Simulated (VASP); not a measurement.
# Ca (Fm-3m) in VASP: further runs, part 3 of 3

VASP 6.6.1.

## Step 6: Relaxation of cell and atoms, PBEsol, target pressure 1 GPa, at which the enthalpy is minimised

This run uses another cell than the first one, of 40.59 Å³/atom.

File INCAR:

```
SYSTEM = Ca
PREC     = Accurate       ! precision mode
ENCUT    = 600            ! plane-wave cutoff, eV
EDIFF    = 1E-6           ! SCF threshold, eV
ISMEAR   = -1             ! smearing method
SIGMA    = 0.08           ! smearing width, eV
LREAL    = .False.        ! projectors in reciprocal space
LASPH    = .True.         ! aspherical terms in the spheres
NELM     = 100            ! most SCF steps
ALGO     = Normal         ! electronic algorithm
ISIF     = 3              ! what is computed and relaxed
LWAVE    = .False.        ! write WAVECAR
LCHARG   = .False.        ! write CHGCAR
GGA      = PS             ! functional
IBRION   = 2              ! ionic algorithm
NSW      = 100            ! ionic steps
EDIFFG   = -0.002         ! ionic threshold
PSTRESS  = 10.0
```

File KPOINTS:

```
regular mesh
0
Gamma
  18 18 18
  0 0 0
```

File POSCAR:

```
Ca
1.0
    0.0000000000      2.7277947334      2.7277947334
    2.7277947334      0.0000000000      2.7277947334
    2.7277947334      2.7277947334      0.0000000000
Ca
1
Direct
    0.0000000000      0.0000000000      0.0000000000
```

Potentials or basis: VASP PAW PBE potentials, release 64 (Ca_sv).

Command:

```console
cat potpaw_PBE.64/Ca_sv/POTCAR > POTCAR
mpirun -np 1 vasp_std > vasp.out
```

OUTCAR:

```text
SYSTEM = Ca
   PREC = Accurate
   ENCUT = 600
   EDIFF = 1E-6
   ISMEAR = -1
   LREAL = .False.
   LASPH = .True.
   NELM = 100
   ISIF = 3
   GGA = PS
   IBRION = 2
   NSW = 100
   EDIFFG = -0.002
   PSTRESS = 10.0

 ion  position               nearest neighbor table
   1  0.000  0.000  0.000-

  LATTYP: Found a face centered cubic cell.
 ALAT       =     5.4555894668

  Lattice vectors:

 A1 = (   0.0000000000,   2.7277947334,   2.7277947334)
 A2 = (   2.7277947334,   0.0000000000,   2.7277947334)
 A3 = (   2.7277947334,   2.7277947334,   0.0000000000)

Analysis of symmetry for initial positions (statically):
=====================================================================
 Subroutine PRICEL returns:
 Original cell was already a primitive cell.

 Routine SETGRP: Setting up the symmetry group for a
 face centered cubic supercell.

 Subroutine GETGRP returns: Found 48 space group operations
 (whereof 48 operations were pure point group operations)
 out of a pool of 48 trial point group operations.

The static configuration has the point symmetry O_h .

Analysis of symmetry for dynamics (positions and initial velocities):
=====================================================================
 Subroutine PRICEL returns:
 Original cell was already a primitive cell.

 Routine SETGRP: Setting up the symmetry group for a
 face centered cubic supercell.

 Subroutine GETGRP returns: Found 48 space group operations
 (whereof 48 operations were pure point group operations)
 out of a pool of 48 trial point group operations.

The dynamic configuration has the point symmetry O_h .

 Subroutine INISYM returns: Found 48 space group operations
 (whereof 48 operations are pure point group operations),
 and found     1 'primitive' translations

----------------------------------------------------------------------------------------

                                     Primitive cell

  volume of cell :      40.5943

  direct lattice vectors                    reciprocal lattice vectors
     0.000000000  2.727794733  2.727794733    -0.183298250  0.183298250  0.183298250
     2.727794733  0.000000000  2.727794733     0.183298250 -0.183298250  0.183298250
     2.727794733  2.727794733  0.000000000     0.183298250  0.183298250 -0.183298250

  length of vectors
     3.857684307  3.857684307  3.857684307     0.317481881  0.317481881  0.317481881

  position of ions in fractional coordinates (direct lattice)
     0.000000000  0.000000000  0.000000000

  ion indices of the primitive-cell ions
   primitive index   ion index
                 1           1

----------------------------------------------------------------------------------------

 KPOINTS: regular mesh

Automatic generation of k-mesh.
 Grid dimensions read from file:
 generate k-points for:   18   18   18

 Generating k-lattice:

  Cartesian coordinates                     Fractional coordinates (reciprocal lattice)
[... 41 lines left out ...]
 [... further k-points ...]
   k-points           NKPTS =    195   k-points in BZ     NKDIM =    195   number of bands    NBANDS=      9
   number of dos      NEDOS =    301   number of ions     NIONS =      1
   total plane-waves  NPLWV =  32768
   dimension x,y,z NGX =    32 NGY =   32 NGZ =   32
   dimension x,y,z NGXF=    64 NGYF=   64 NGZF=   64
   ions per type =               1
   NGX,Y,Z   is equivalent  to a cutoff of  13.79, 13.79, 13.79 a.u.
   NGXF,Y,Z  is equivalent  to a cutoff of  27.58, 27.58, 27.58 a.u.
 SYSTEM =  Ca
   PREC   = accura    normal or accurate (medium, high low for compatibility)
   ISTART =      0    job   : 0-new  1-cont  2-samecut
   ICHARG =      2    charge: 1-file 2-atom 10-const
   ISPIN  =      1    spin polarized calculation?
   LNONCOLLINEAR =      F non collinear calculations
   LSORBIT =      F    spin-orbit coupling
   LASPH  =      T    aspherical Exc in radial PAW
   ENCUT  =  600.0 eV  44.10 Ry    6.64 a.u.   7.70  7.70  7.70*2*pi/ulx,y,z
   NELM   =    100;   NELMIN=  2; NELMDL= -5     # of ELM steps
   EDIFF  = 0.1E-05   stopping-criterion for ELM
   LREAL  =      F    real-space projection
   EDIFFG = -.2E-02   stopping-criterion for IOM
   NSW    =    100    number of steps for IOM
   IBRION =      2    ionic relax: 0-MD 1-quasi-New 2-CG
   NFREE  =      1    steps in history (QN), initial steepest desc. (CG)
   ISIF   =      3    stress and relaxation
   ISYM   =      2    0-nonsym 1-usesym 2-fastsym
   POTIM  = 0.5000    time-step for ionic-motion
   TEBEG  =    0.0;   TEEND  =   0.0 temperature during run
   PSTRESS=   10.0 pullay stress
   NELECT =      10.0000    total number of electrons
   NUPDOWN=      -1.0000    fix difference up-down
   EMIN   =  10.00;   EMAX   =-10.00  energy-range for DOS
   EFERMI =   0.00;   METHOD = LEGACY
   ISMEAR =    -1;   SIGMA  =   0.08  broadening in eV -4-tet -1-fermi 0-gaus
   EFERMI_NEDOS =   21; number of points for ismear=-14 and -15
   IALGO  =     38    algorithm
   IMIX   =      4    mixing-type and parameters
     AMIX     =   0.40;   BMIX     =  1.00
     AMIX_MAG =   1.60;   BMIX_MAG =  1.00
  volume/ion in A,a.u.               =      40.59       273.94
  Fermi-wavevector in a.u.,A,eV,Ry     =   1.026250  1.939331 14.329506  1.053189
  Thomas-Fermi vector in A             =   2.160133
   LORBIT       =      0    0 simple, 1 ext, 2 COOP (PROOUT), +10 PAW based schemes
   GGA     = PS    functional components
   LHFCALC =     F    Hartree Fock is set to
   AEXX    =    0.0000 exact exchange contribution
   IVDW    =     0    specifies the selected vdW correction
   LEPSILON=     F    determine dielectric tensor
   LRPA    =     F    only Hartree local field effects (RPA)
 conjugate gradient relaxation of ions
 non-spin polarized calculation
  energy-cutoff  :      600.00
  volume of cell :       40.59
 maximum number of plane-waves:      1377
   NGX = 15   NGY = 15   NGZ = 15

--------------------------------------- Ionic step        1  -------------------------------------------

 number of electron      10.0000000 magnetization

 Free energy of the ion-electron system (eV)
  ---------------------------------------------------
  ext. energy  EPLUGINS =         0.00000000
  ---------------------------------------------------
  free energy    TOTEN  =        -2.14765922 eV

  energy without entropy =       -2.12111498  energy(sigma->0) =       -2.13438710

------------------------ aborting loop because EDIFF is reached ----------------------------------------

  FORCE on cell =-STRESS in cart. coord.  units (eV):
  Direction    XX          YY          ZZ          XY          YZ          ZX
  --------------------------------------------------------------------------------------
  -------------------------------------------------------------------------------------
  Total        0.0039219      0.0039219      0.0039219      0.0000000      0.0000000      0.0000000
  in kB        0.1547896      0.1547896      0.1547896      0.0000000      0.0000000      0.0000000
  external PRESSURE =      -9.8452104 kB  Pullay stress =      10.0000000 kB
[... 98 lines left out ...]
--------------------------------------- Ionic step        4  -------------------------------------------

 number of electron      10.0000000 magnetization

 Free energy of the ion-electron system (eV)
  ---------------------------------------------------
  ext. energy  EPLUGINS =         0.00000000
  ---------------------------------------------------
  free energy    TOTEN  =        -2.14168495 eV

  energy without entropy =       -2.11560195  energy(sigma->0) =       -2.12864345

 E-fermi :   2.2468     XC(G=0):  -8.0932

 val. band max:        2.2467081652   @ k =  -0.3333   0.4444   0.1667
 cond. band min:       2.2472658921   @ k =  -0.3889   0.3333   0.0000
 fundamental gap:      0.0005577269
 Fermi energy:         2.2467900953

 k-point     1 :       0.0000    0.0000    0.0000
  band No.  band energies     occupation
      1     -39.3898      2.00000
      2     -20.3681      2.00000
      3     -20.3681      2.00000
      4     -20.3681      2.00000
      5      -1.9451      2.00000
      6       4.6874      0.00000
      7       4.6874      0.00000
      8       4.6874      0.00000
      9       5.8846      0.00000
[... 265 lines left out ...]
 k-point    24 :      -0.2222    0.0556    0.0000
  band No.  band energies     occupation
      1     -39.3795      2.00000
      2     -20.4613      2.00000
      3     -20.3868      2.00000
      4     -20.3786      2.00000
      5      -0.8800      2.00000
      6       3.7450      0.00000
      7       4.7809      0.00000
      8       4.9021      0.00000
      9       5.6900      0.00000

 [... further k-points ...]

------------------------ aborting loop because EDIFF is reached ----------------------------------------

  FORCE on cell =-STRESS in cart. coord.  units (eV):
  Direction    XX          YY          ZZ          XY          YZ          ZX
  --------------------------------------------------------------------------------------
  -------------------------------------------------------------------------------------
  Total        0.2411760      0.2411760      0.2411760      0.0000000     -0.0000000     -0.0000000
  in kB        9.9950366      9.9950366      9.9950366      0.0000000     -0.0000000     -0.0000000
  external PRESSURE =      -0.0049634 kB  Pullay stress =      10.0000000 kB
[... 20 lines left out ...]
  energy  without entropy=       -2.1156019450  energy(sigma->0) =       -2.12864345

  enthalpy is  TOTEN    =        -1.9003891934 eV   P V=        0.2412957525

 reached required accuracy - stopping structural energy minimisation
```

It took 2.2 min on 1 thread of AMD EPYC 9R45 (Zen 5), shared host; peak memory 0.22 GiB.

Results:

| Quantity | Value |
| --- | --- |
| Free energy | -2.1417 eV |
| Relaxed volume | 38.66 Å³/atom |
| Relaxed cell | a = 3.795 Å, b = 3.795 Å, c = 3.795 Å, α = 60.00°, β = 60.00°, γ = 60.00° |
| Space group after relaxing (to 0.1 Å) | Fm-3m (No. 225) |
| Energy change on relaxing (the run minimises the enthalpy) | +6.0 meV/atom |
| Ionic steps | 4 |
| Pressure after relaxing | 1.0 GPa |
| Band gap on the k mesh | zero (bands 5 and 6 overlap by 0.20 eV) |

The path:
```
step  energy change (eV)  largest force (eV/Å)  pressure (GPa)  volume (Å³)
   1              0.0000                0.0000            0.02        40.59
   2              0.0034                0.0000            0.73        39.15
   3              0.0062                0.0000            1.01        38.62
   4              0.0060                0.0000            1.00        38.66
```

Final structure:
```
Ca
1.0
     0.00000    2.68376    2.68376
     2.68376    0.00000    2.68376
     2.68376    2.68376    0.00000
Ca
1
Direct
  0.00000 0.00000 0.00000
```

Levels at points of the mesh, in eV from the Fermi level:
```tsv
k point	band 2	band 3	band 4	band 5	band 6	band 7	band 8	band 9
(0.00, 0.00, 0.00)	-22.61	-22.61	-22.61	-4.19	2.44	2.44	2.44	3.64
(0.50, 0.00, 0.00)	-22.81	-22.64	-22.64	-1.04	-0.08	2.31	2.31	4.41
(0.50, 0.50, 0.00)	-22.80	-22.69	-22.69	-0.55	0.51	1.13	4.40	4.61
```

Caveat: the cell is relaxed towards a set pressure, so the run minimises the enthalpy, not the energy; the PAW data sets were made with another functional, which shifts forces and pressure a little.

## Step 7: Overview

```csv
task,cell,cutoff (eV),gap on the mesh (eV),pressure (GPa)
single point,"a = 3.645 Å, angles 60.0°, 1 atom",520,none,4.0
single point,"a = 3.737 Å, angles 60.0°, 1 atom",520,none,2.0
single point,"a = 3.791 Å, angles 60.0°, 1 atom",520,none,1.0
single point,"a = 3.858 Å, angles 60.0°, 1 atom",520,none,0.0
relaxation of cell and atoms,"relaxed to 1 GPa from a = 3.858 Å, angles 60.0°, 1 atom",600,none,1.0
```

Alike in all rows: level PBEsol; potentials or basis VASP PAW PBE potentials, release 64 (Ca_sv); no spin polarisation; k mesh 18 × 18 × 18; smearing fermi-dirac 0.08 eV.

Caveats: the PAW data sets were made with another functional, which shifts forces and pressure a little; the cell stands under pressure (at least some runs); the cell is relaxed towards a set pressure, so the run minimises the enthalpy, not the energy (at least some runs).

Absolute energies hang on the potentials; compare differences alone.
